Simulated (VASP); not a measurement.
A run of VASP 6.6.1:

The input INCAR:

```
  ALGO = Normal
  EDIFF = 1E-6
  ENCUT = 520
  ISIF = 2
  ISMEAR = 0
  LASPH = T
  LCHARG = F
  LREAL = F
  LWAVE = F
  NBANDS = 31
  NELM = 80
  PREC = Accurate
  SIGMA = 0.05
```

KPOINTS

```
k-points
0
Gamma
  6 6 8
```

File POSCAR:

```
HfO2
1.0
    5.1586852174      0.0000000000      0.0000000000
    0.0000000000      5.1586852174      0.0000000000
    0.0000000000      0.0000000000      2.7454552785
Hf O
2 4
Direct
    0.0000000000      0.0000000000      0.0000000000
    0.5000000000      0.5000000000      0.5000000000
    0.1951075730      0.8048924270      0.5000000000
    0.3048924270      0.3048924270      0.0000000000
    0.6951075730      0.6951075730      0.0000000000
    0.8048924270      0.1951075730      0.5000000000
```

Potentials or basis: VASP PAW LDA potentials, release 64 (Hf_pv, O).

The run is started by

```sh
$ cat potpaw_LDA.64/Hf_pv/POTCAR potpaw_LDA.64/O/POTCAR > POTCAR
$ mpirun -np 1 vasp_std > vasp.out
```

Hardware: 1 thread of Intel Xeon 8259CL (shared host).

**Question.** How long does it take, and how much memory?

**Answer.** It took 82 s on 1 thread of Intel Xeon 8259CL, on a shared host, peak memory 0.22 GiB. Counts: scf iterations 13, k points 50.
